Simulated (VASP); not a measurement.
A run of VASP 6.6.1 is set up as follows.

Contents of INCAR:

```
SYSTEM = La3ScAs4
PREC     = Accurate       ! precision mode
ENCUT    = 520            ! plane-wave cutoff, eV
EDIFF    = 1E-7           ! SCF threshold, eV
ISMEAR   = -1             ! smearing method
SIGMA    = 0.02           ! smearing width, eV
LREAL    = .False.        ! projectors in reciprocal space
LASPH    = .True.         ! aspherical terms in the spheres
NELM     = 100            ! most SCF steps
ALGO     = Normal         ! electronic algorithm
ISIF     = 2              ! what is computed and relaxed
LWAVE    = .False.        ! write WAVECAR
LCHARG   = .False.        ! write CHGCAR
GGA      = PE             ! functional
NBANDS   = 42             ! bands
```

Contents of KPOINTS:

```
regular mesh
0
Gamma
  4 4 4
  0 0 0
```

Contents of POSCAR:

```
La3ScAs4
1.0
    6.0615536798      0.0000000000      0.0000000000
    0.0000000000      6.0615536798      0.0000000000
    0.0000000000      0.0000000000      6.0615536798
Sc As La
1 4 3
Direct
    0.0000000000      0.0000000000      0.0000000000
    0.5000000000      0.5000000000      0.5000000000
    0.0000000000      0.0000000000      0.5000000000
    0.0000000000      0.5000000000      0.0000000000
    0.5000000000      0.0000000000      0.0000000000
    0.5000000000      0.5000000000      0.0000000000
    0.5000000000      0.0000000000      0.5000000000
    0.0000000000      0.5000000000      0.5000000000
```

Potentials or basis: VASP PAW PBE potentials, release 64 (Sc_sv, As, La).

Run with:

```sh
$ cat potpaw_PBE.64/Sc_sv/POTCAR potpaw_PBE.64/As/POTCAR potpaw_PBE.64/La/POTCAR > POTCAR
$ mpirun -np 1 vasp_std > vasp.out
```

(1) What does it give for the pressure?

(2) Predict the band gap on the k mesh.

## Answers

(1) -0.1 GPa.

(2) 0.09 eV (least direct gap 0.09 eV).

Caveat: semilocal functionals underestimate gaps, and a narrow one can read as zero; spin-orbit coupling is left out, which moves the levels of the heavy elements.
